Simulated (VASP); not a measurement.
# MgH2 (Fd-3m) in VASP: a series of runs

Runs on MgH2. Level: PBE. Tasks: relaxation of cell and atoms, single point.

All numbers are computed with VASP 6.6.1; they aren't measurements. Logs are shortened: lines on timing, memory, paths and dates and some standing lists are left out, and cuts for length are marked.

### 1 The cell of the first run

It takes space group Fd-3m (No. 227, cubic). Conventional cell: a = 16.658 Å, b = 16.658 Å, c = 16.658 Å, α = 90.00°, β = 90.00°, γ = 90.00°. Within 2.1 Å of Mg (site symmetry 3m) lie 4 H at 1.56 to 1.74 Å. Within 2.1 Å of H (site symmetry 2mm) lie 2 Mg at 1.56 Å and 4 H at 2.02 Å. H (site symmetry -3m) has 2 Mg at 1.74 Å within 2.3 Å.

The cell was generated, and may not be a known phase.

### 2 Relaxation of cell and atoms, PBE

Input file INCAR:

```
PREC     = Accurate       # precision mode
ENCUT    = 600            # plane-wave cutoff, eV
EDIFF    = 1E-6           # SCF threshold, eV
ISMEAR   = 0              # smearing method
SIGMA    = 0.1            # smearing width, eV
LREAL    = Auto         
LASPH    = True           # aspherical terms in the spheres
NELM     = 60             # most SCF steps
ALGO     = Normal         # electronic algorithm
ISIF     = 3              # what is computed and relaxed
LWAVE    = False          # write WAVECAR
LCHARG   = False          # write CHGCAR
GGA      = PE             # functional
IBRION   = 2              # ionic algorithm
NSW      = 90             # ionic steps
EDIFFG   = -0.04          # ionic threshold
```

Input file KPOINTS:

```
Automatic mesh
0
Gamma
  2 2 2
```

Input file POSCAR:

```
MgH2
1.0
    0.0000000000      8.3288284200      8.3288284200
    8.3288284200      0.0000000000      8.3288284200
    8.3288284200      8.3288284200      0.0000000000
Mg H
8 16
Direct
    0.8062530200      0.0645823300      0.0645823300
    0.1854176700      0.1854176700      0.1854176700
    0.1854176700      0.1854176700      0.4437469800
    0.1854176700      0.4437469800      0.1854176700
    0.0645823300      0.8062530200      0.0645823300
    0.0645823300      0.0645823300      0.0645823300
    0.0645823300      0.0645823300      0.8062530200
    0.4437469800      0.1854176700      0.1854176700
    0.9144063100      0.9144063100      0.0855936900
    0.9144063100      0.0855936900      0.0855936900
    0.9144063100      0.0855936900      0.9144063100
    0.6250000000      0.1250000000      0.1250000000
    0.1644063100      0.1644063100      0.3355936900
    0.1644063100      0.3355936900      0.1644063100
    0.1250000000      0.1250000000      0.1250000000
    0.3355936900      0.1644063100      0.1644063100
    0.1644063100      0.3355936900      0.3355936900
    0.1250000000      0.1250000000      0.6250000000
    0.3355936900      0.1644063100      0.3355936900
    0.1250000000      0.6250000000      0.1250000000
    0.3355936900      0.3355936900      0.1644063100
    0.0855936900      0.9144063100      0.0855936900
    0.0855936900      0.9144063100      0.9144063100
    0.0855936900      0.0855936900      0.9144063100
```

Potentials or basis: VASP PAW PBE potentials, release 64 (Mg, H).

On the command line:

```console
> cat potpaw_PBE.64/Mg/POTCAR potpaw_PBE.64/H/POTCAR > POTCAR
> mpirun -np 1 vasp_std > vasp.out
```

OUTCAR:

```text
PREC = Accurate
   ENCUT = 600
   EDIFF = 1E-6
   ISMEAR = 0
   LREAL = Auto
   LASPH = True
   NELM = 60
   ISIF = 3
   GGA = PE
   IBRION = 2
   NSW = 90
   EDIFFG = -0.04

 ion  position               nearest neighbor table
   1  0.806  0.065  0.065-  10 1.56   9 1.56  11 1.56  12 1.74   6 3.04   7 3.04   5 3.04   8 3.49

   2  0.185  0.185  0.185-  13 1.56  14 1.56  16 1.56  15 1.74   4 3.04   8 3.04   3 3.04   6 3.49

   3  0.185  0.185  0.444-  13 1.56  17 1.56  19 1.56  18 1.74   4 3.04   8 3.04   2 3.04   7 3.49
[... 13 lines left out ...]
  11  0.914  0.086  0.914-   1 1.56   7 1.56
  12  0.625  0.125  0.125-   1 1.74   8 1.74
  13  0.164  0.164  0.336-   3 1.56   2 1.56
  14  0.164  0.336  0.164-   4 1.56   2 1.56
[... 8 lines left out ...]
  23  0.086  0.914  0.914-   5 1.56   7 1.56
  24  0.086  0.086  0.914-   7 1.56   6 1.56

  LATTYP: Found a face centered cubic cell.
 ALAT       =    16.6576568400

  Lattice vectors:

 A1 = (   0.0000000000,   8.3288284200,   8.3288284200)
 A2 = (   8.3288284200,   0.0000000000,   8.3288284200)
 A3 = (   8.3288284200,   8.3288284200,   0.0000000000)

Analysis of symmetry for initial positions (statically):
=====================================================================
 Subroutine PRICEL returns:
 Original cell was already a primitive cell.

 Routine SETGRP: Setting up the symmetry group for a
 face centered cubic supercell.

 Subroutine GETGRP returns: Found 48 space group operations
 (whereof 24 operations were pure point group operations)
 out of a pool of 48 trial point group operations.

The static configuration has the point symmetry T_d .
 The point group associated with its full space group is O_h .

Analysis of symmetry for dynamics (positions and initial velocities):
=====================================================================
 Subroutine PRICEL returns:
 Original cell was already a primitive cell.

 Routine SETGRP: Setting up the symmetry group for a
 face centered cubic supercell.

 Subroutine GETGRP returns: Found 48 space group operations
 (whereof 24 operations were pure point group operations)
 out of a pool of 48 trial point group operations.

The dynamic configuration has the point symmetry T_d .
 The point group associated with its full space group is O_h .

 Subroutine INISYM returns: Found 48 space group operations
 (whereof 24 operations are pure point group operations),
 and found     1 'primitive' translations

----------------------------------------------------------------------------------------

                                     Primitive cell

  volume of cell :    1155.5314

  direct lattice vectors                    reciprocal lattice vectors
     0.000000000  8.328828420  8.328828420    -0.060032453  0.060032453  0.060032453
     8.328828420  0.000000000  8.328828420     0.060032453 -0.060032453  0.060032453
     8.328828420  8.328828420  0.000000000     0.060032453  0.060032453 -0.060032453

  length of vectors
    11.778742110 11.778742110 11.778742110     0.103979259  0.103979259  0.103979259

  position of ions in fractional coordinates (direct lattice)
     0.806253020  0.064582330  0.064582330
     0.185417670  0.185417670  0.185417670
     0.185417670  0.185417670  0.443746980
     0.185417670  0.443746980  0.185417670
     0.064582330  0.806253020  0.064582330
     0.064582330  0.064582330  0.064582330
[... 16 lines left out ...]
     0.085593690  0.914406310  0.914406310
     0.085593690  0.085593690  0.914406310

  ion indices of the primitive-cell ions
   primitive index   ion index
                 1           1
                 2           2
                 3           3
                 4           4
                 5           5
                 6           6
[... 16 lines left out ...]
                23          23
                24          24

----------------------------------------------------------------------------------------

 KPOINTS: Automatic mesh

Automatic generation of k-mesh.
 Grid dimensions read from file:
 generate k-points for:    2    2    2

 Generating k-lattice:

  Cartesian coordinates                     Fractional coordinates (reciprocal lattice)
    -0.030016226  0.030016226  0.030016226     0.500000000  0.000000000  0.000000000
     0.030016226 -0.030016226  0.030016226     0.000000000  0.500000000  0.000000000
     0.030016226  0.030016226 -0.030016226     0.000000000  0.000000000  0.500000000

  Length of vectors
     0.051989629  0.051989629  0.051989629

  Shift w.r.t. Gamma in fractional coordinates (k-lattice)
     0.000000000  0.000000000  0.000000000

 Subroutine IBZKPT returns following result:
 ===========================================

 Found      3 irreducible k-points:

 Following reciprocal coordinates:
            Coordinates               Weight
  0.000000  0.000000  0.000000      1.000000
  0.500000  0.000000  0.000000      4.000000
  0.500000  0.500000  0.000000      3.000000
   k-points           NKPTS =      3   k-points in BZ     NKDIM =      3   number of bands    NBANDS=     29
   number of dos      NEDOS =    301   number of ions     NIONS =     24
   total plane-waves  NPLWV = 884736
   dimension x,y,z NGX =    96 NGY =   96 NGZ =   96
   dimension x,y,z NGXF=   192 NGYF=  192 NGZF=  192
   ions per type =               8  16
   NGX,Y,Z   is equivalent  to a cutoff of  13.55, 13.55, 13.55 a.u.
   NGXF,Y,Z  is equivalent  to a cutoff of  27.10, 27.10, 27.10 a.u.
 SYSTEM =  unknown system
   PREC   = accura    normal or accurate (medium, high low for compatibility)
   ISTART =      0    job   : 0-new  1-cont  2-samecut
   ICHARG =      2    charge: 1-file 2-atom 10-const
   ISPIN  =      1    spin polarized calculation?
   LNONCOLLINEAR =      F non collinear calculations
   LSORBIT =      F    spin-orbit coupling
   LASPH  =      T    aspherical Exc in radial PAW
   ENCUT  =  600.0 eV  44.10 Ry    6.64 a.u.  23.53 23.53 23.53*2*pi/ulx,y,z
   NELM   =     60;   NELMIN=  2; NELMDL= -5     # of ELM steps
   EDIFF  = 0.1E-05   stopping-criterion for ELM
   LREAL  =      T    real-space projection
   EDIFFG = -.4E-01   stopping-criterion for IOM
   NSW    =     90    number of steps for IOM
   IBRION =      2    ionic relax: 0-MD 1-quasi-New 2-CG
   NFREE  =      1    steps in history (QN), initial steepest desc. (CG)
   ISIF   =      3    stress and relaxation
   ISYM   =      2    0-nonsym 1-usesym 2-fastsym
   POTIM  = 0.5000    time-step for ionic-motion
   TEBEG  =    0.0;   TEEND  =   0.0 temperature during run
   PSTRESS=    0.0 pullay stress
   NELECT =      32.0000    total number of electrons
   NUPDOWN=      -1.0000    fix difference up-down
   EMIN   =  10.00;   EMAX   =-10.00  energy-range for DOS
   EFERMI =   0.00;   METHOD = LEGACY
   ISMEAR =     0;   SIGMA  =   0.10  broadening in eV -4-tet -1-fermi 0-gaus
   EFERMI_NEDOS =   21; number of points for ismear=-14 and -15
   IALGO  =     38    algorithm
   IMIX   =      4    mixing-type and parameters
     AMIX     =   0.40;   BMIX     =  1.00
     AMIX_MAG =   1.60;   BMIX_MAG =  1.00
  volume/ion in A,a.u.               =      48.15       324.91
  Fermi-wavevector in a.u.,A,eV,Ry     =   0.495295  0.935972  3.337747  0.245317
  Thomas-Fermi vector in A             =   1.500673
   LORBIT       =      0    0 simple, 1 ext, 2 COOP (PROOUT), +10 PAW based schemes
   GGA     = PE    functional components
   LHFCALC =     F    Hartree Fock is set to
   AEXX    =    0.0000 exact exchange contribution
   IVDW    =     0    specifies the selected vdW correction
   LEPSILON=     F    determine dielectric tensor
   LRPA    =     F    only Hartree local field effects (RPA)
 conjugate gradient relaxation of ions
 non-spin polarized calculation
 Gauss-broadening in eV      SIGMA  =   0.10
  energy-cutoff  :      600.00
  volume of cell :     1155.53
 maximum number of plane-waves:     38618
 NGX is ok and might be reduce to    96
   NGX = 47   NGY = 47   NGZ = 47

--------------------------------------- Ionic step        1  -------------------------------------------

 number of electron      31.9999996 magnetization

 Free energy of the ion-electron system (eV)
  ---------------------------------------------------
  ext. energy  EPLUGINS =         0.00000000
  ---------------------------------------------------
  free energy    TOTEN  =       -55.02805938 eV

  energy without entropy =      -55.02805938  energy(sigma->0) =      -55.02805938

------------------------ aborting loop because EDIFF is reached ----------------------------------------

  FORCE on cell =-STRESS in cart. coord.  units (eV):
  Direction    XX          YY          ZZ          XY          YZ          ZX
  --------------------------------------------------------------------------------------
  -------------------------------------------------------------------------------------
  Total       34.5325910     34.5325910     34.5325910     -0.0000000      0.0000000      0.0000000
  in kB       47.8804259     47.8804259     47.8804259     -0.0000000      0.0000000      0.0000000
  external PRESSURE =      47.8804259 kB  Pullay stress =       0.0000000 kB
[... 155 lines left out ...]
  FREE ENERGIE OF THE ION-ELECTRON SYSTEM (eV)
  ---------------------------------------------------
  free  energy   TOTEN  =       -62.6640197888 eV

  energy  without entropy=      -62.6640197888  energy(sigma->0) =      -62.66401979

[... ionic steps 4 to 11 ...]

--------------------------------------- Ionic step       12  -------------------------------------------

 number of electron      32.0000002 magnetization

------------------------ aborting loop because EDIFF is reached ----------------------------------------
[... 111 lines left out ...]
--------------------------------------- Ionic step       14  -------------------------------------------

 number of electron      32.0000000 magnetization

 Free energy of the ion-electron system (eV)
  ---------------------------------------------------
  ext. energy  EPLUGINS =         0.00000000
  ---------------------------------------------------
  free energy    TOTEN  =       -67.00816349 eV

  energy without entropy =      -67.00816349  energy(sigma->0) =      -67.00816349

 E-fermi :  -4.9799     XC(G=0):  -2.7190

 val. band max:       -5.4510290150   @ k =   0.0000   0.0000   0.0000
 cond. band min:      -0.3815027739   @ k =   0.0000   0.0000   0.0000
 fundamental gap:      5.0695262410
 Fermi energy:        -4.9799479170

 k-point     1 :       0.0000    0.0000    0.0000
  band No.  band energies     occupation
      1      -9.0730      2.00000
      2      -8.7265      2.00000
      3      -7.6132      2.00000
      4      -7.6132      2.00000
      5      -7.6132      2.00000
      6      -6.6720      2.00000
[... 20 lines left out ...]
     27       0.8119      0.00000
     28       1.2439      0.00000

 k-point     2 :       0.5000    0.0000    0.0000
  band No.  band energies     occupation
      1      -9.0060      2.00000
      2      -8.8396      2.00000
      3      -7.6155      2.00000
      4      -7.6155      2.00000
      5      -7.4128      2.00000
      6      -6.9816      2.00000
[... 20 lines left out ...]
     27       0.9603      0.00000
     28       1.0736      0.00000

 k-point     3 :       0.5000    0.5000    0.0000
  band No.  band energies     occupation
      1      -8.9297      2.00000
      2      -8.9297      2.00000
      3      -7.6177      2.00000
      4      -7.6177      2.00000
      5      -7.2077      2.00000
      6      -7.2077      2.00000
[... 20 lines left out ...]
     27       1.0871      0.00000
     28       1.0872      0.00000
 [bands above 28 left out]

------------------------ aborting loop because EDIFF is reached ----------------------------------------

  FORCE on cell =-STRESS in cart. coord.  units (eV):
  Direction    XX          YY          ZZ          XY          YZ          ZX
  --------------------------------------------------------------------------------------
  -------------------------------------------------------------------------------------
  Total       -0.1618984     -0.1618984     -0.1618984     -0.0000000      0.0000000      0.0000000
  in kB       -0.1994897     -0.1994897     -0.1994897     -0.0000000      0.0000000      0.0000000
  external PRESSURE =      -0.1994897 kB  Pullay stress =       0.0000000 kB
[... 39 lines left out ...]
  FREE ENERGIE OF THE ION-ELECTRON SYSTEM (eV)
  ---------------------------------------------------
  free  energy   TOTEN  =       -67.0081634934 eV

  energy  without entropy=      -67.0081634934  energy(sigma->0) =      -67.00816349

 reached required accuracy - stopping structural energy minimisation
```

It took 45 min on 1 thread of AMD EPYC 9R45 (Zen 5), shared host; peak memory 1.7 GiB.

Results:

```yaml
Free_energy: -67.0082 eV
Relaxed_volume: 54.18 Å³/atom
Relaxed_cell: a = 12.251 Å, b = 12.251 Å, c = 12.251 Å, α = 60.00°, β = 60.00°, γ = 60.00°
Space_group_after_relaxing_to_0.1_Å: Fd-3m (No. 227)
Energy_gained_by_relaxing: 499.2 meV/atom
Ionic_steps: 14
Pressure_after_relaxing: 0.0 GPa
Band_gap_on_the_k_mesh: 5.07 eV
```

Step by step:
| step | energy change (eV) | largest force (eV/Å) | pressure (GPa) | volume (Å³) |
| --- | --- | --- | --- | --- |
| 1 | 0.0000 | 2.9640 | 4.79 | 1155.53 |
| 2 | -7.5133 | 1.5661 | 0.63 | 1413.25 |
| 3 | -7.6360 | 2.0592 | 0.20 | 1468.67 |
| 4 | -9.5795 | 1.1876 | -0.22 | 1539.96 |
| 5 | -10.6706 | 0.3160 | -0.68 | 1641.22 |
| 6 | -10.6876 | 0.2486 | -0.73 | 1654.39 |
| 7 | -11.1159 | 0.3225 | -0.43 | 1560.61 |
| 8 | -11.3095 | 0.5672 | -0.02 | 1462.80 |
| 9 | -11.6492 | 0.3310 | -0.01 | 1407.18 |
| 10 | -11.8513 | 0.5937 | 0.17 | 1270.41 |
| 11 | -11.9032 | 0.2376 | 0.08 | 1315.47 |
| 12 | -11.9043 | 0.2803 | 0.09 | 1309.60 |
| 13 | -11.9764 | 0.0558 | 0.01 | 1302.31 |
| 14 | -11.9801 | 0.0014 | -0.02 | 1300.27 |

Final structure:
```yaml
crystal:
  lattice:
    - [0.00000, 8.66299, 8.66299]
    - [8.66299, 0.00000, 8.66299]
    - [8.66299, 8.66299, 0.00000]
  atoms:
    - { symbol: Mg, position: [0.80489, 0.06504, 0.06504] }
    - { symbol: Mg, position: [0.18496, 0.18496, 0.18496] }
    - { symbol: Mg, position: [0.18496, 0.18496, 0.44511] }
    - { symbol: Mg, position: [0.18496, 0.44511, 0.18496] }
    - { symbol: Mg, position: [0.06504, 0.80489, 0.06504] }
    - { symbol: Mg, position: [0.06504, 0.06504, 0.06504] }
    - { symbol: Mg, position: [0.06504, 0.06504, 0.80489] }
    - { symbol: Mg, position: [0.44511, 0.18496, 0.18496] }
    - { symbol: H, position: [0.88049, 0.88049, 0.11951] }
    - { symbol: H, position: [0.88049, 0.11951, 0.11951] }
    - { symbol: H, position: [0.88049, 0.11951, 0.88049] }
    - { symbol: H, position: [0.62500, 0.12500, 0.12500] }
    - { symbol: H, position: [0.13049, 0.13049, 0.36951] }
    - { symbol: H, position: [0.13049, 0.36951, 0.13049] }
    - { symbol: H, position: [0.12500, 0.12500, 0.12500] }
    - { symbol: H, position: [0.36951, 0.13049, 0.13049] }
    - { symbol: H, position: [0.13049, 0.36951, 0.36951] }
    - { symbol: H, position: [0.12500, 0.12500, 0.62500] }
    - { symbol: H, position: [0.36951, 0.13049, 0.36951] }
    - { symbol: H, position: [0.12500, 0.62500, 0.12500] }
    - { symbol: H, position: [0.36951, 0.36951, 0.13049] }
    - { symbol: H, position: [0.11951, 0.88049, 0.11951] }
    - { symbol: H, position: [0.11951, 0.88049, 0.88049] }
    - { symbol: H, position: [0.11951, 0.11951, 0.88049] }
```

### 3 Single point, PBE

This run uses another cell than the first one, of 53.94 Å³/atom.

Input file INCAR:

```
PREC = Accurate ; ENCUT = 520
EDIFF = 1E-7 ; ISMEAR = 0
SIGMA = 0.02 ; LREAL = Auto
LASPH = T ; NELM = 60
ALGO = Normal ; ISIF = 2
LWAVE = F ; LCHARG = T
GGA = PE ; LELF = T
LVHAR = T ; NBANDS = 34
```

Input file KPOINTS:

```
Automatic mesh
0
Gamma
  4 4 4
```

Input file POSCAR:

```
MgH2
1.0
    0.0000000000      8.6500636343      8.6500636343
    8.6500636343      0.0000000000      8.6500636343
    8.6500636343      8.6500636343      0.0000000000
Mg H
8 16
Direct
    0.3046058070      0.5651313977      0.5651313977
    0.6848686023      0.6848686023      0.6848686023
    0.6848686023      0.6848686023      0.9453941930
    0.6848686023      0.9453941930      0.6848686023
    0.5651313977      0.3046058070      0.5651313977
    0.5651313977      0.5651313977      0.5651313977
    0.5651313977      0.5651313977      0.3046058070
    0.9453941930      0.6848686023      0.6848686023
    0.3803562003      0.3803562003      0.6196437997
    0.3803562003      0.6196437997      0.6196437997
    0.3803562003      0.6196437997      0.3803562003
    0.1250000000      0.6250000000      0.6250000000
    0.6303562003      0.6303562003      0.8696437997
    0.6303562003      0.8696437997      0.6303562003
    0.6250000000      0.6250000000      0.6250000000
    0.8696437997      0.6303562003      0.6303562003
    0.6303562003      0.8696437997      0.8696437997
    0.6250000000      0.6250000000      0.1250000000
    0.8696437997      0.6303562003      0.8696437997
    0.6250000000      0.1250000000      0.6250000000
    0.8696437997      0.8696437997      0.6303562003
    0.6196437997      0.3803562003      0.6196437997
    0.6196437997      0.3803562003      0.3803562003
    0.6196437997      0.6196437997      0.3803562003
```

Potentials or basis: VASP PAW PBE potentials, release 64 (Mg, H).

On the command line:

```console
> cat potpaw_PBE.64/Mg/POTCAR potpaw_PBE.64/H/POTCAR > POTCAR
> mpirun -np 1 vasp_std > vasp.out
```

It took 14 min on 1 thread of AMD EPYC 9R45 (Zen 5), shared host; peak memory 1.6 GiB.

The run converged. Its results:

| Item | Value |
| --- | --- |
| Free energy | -67.0118 eV |
| Pressure | 0.0 GPa |
| Largest force | 0.026 eV/Å |
| Band gap on the k mesh | 5.06 eV |

Forces in eV/Å, atoms in the order of the input:
```
Mg  -0.015  0.015  0.015
Mg   0.015  0.015  0.015
Mg  -0.015 -0.015  0.015
Mg  -0.015  0.015 -0.015
Mg   0.015 -0.015  0.015
Mg  -0.015 -0.015 -0.015
Mg   0.015  0.015 -0.015
Mg   0.015 -0.015 -0.015
H    0.000  0.000 -0.003
H    0.003  0.000  0.000
H    0.000 -0.003  0.000
H    0.000  0.000  0.000
H    0.000  0.000 -0.003
H    0.000 -0.003  0.000
H    0.000  0.000  0.000
H   -0.003  0.000  0.000
H    0.003  0.000  0.000
H    0.000  0.000  0.000
H    0.000  0.003  0.000
H    0.000  0.000  0.000
H    0.000  0.000  0.003
H    0.000  0.003  0.000
H   -0.003  0.000  0.000
H    0.000  0.000  0.003
```

Levels at points of the mesh, in eV from the valence-band top:
| k point | band 14 | band 15 | band 16 | band 17 | band 18 | band 19 |
| --- | --- | --- | --- | --- | --- | --- |
| (0.00, 0.00, 0.00) | -0.08 | 0.00 | 0.00 | 5.07 | 5.17 | 5.17 |
| (0.50, 0.00, 0.00) | -0.06 | -0.02 | -0.02 | 5.18 | 5.21 | 5.33 |
| (0.50, 0.50, 0.00) | -0.04 | -0.04 | -0.04 | 5.21 | 5.21 | 5.53 |

A k mesh can miss the band edges.
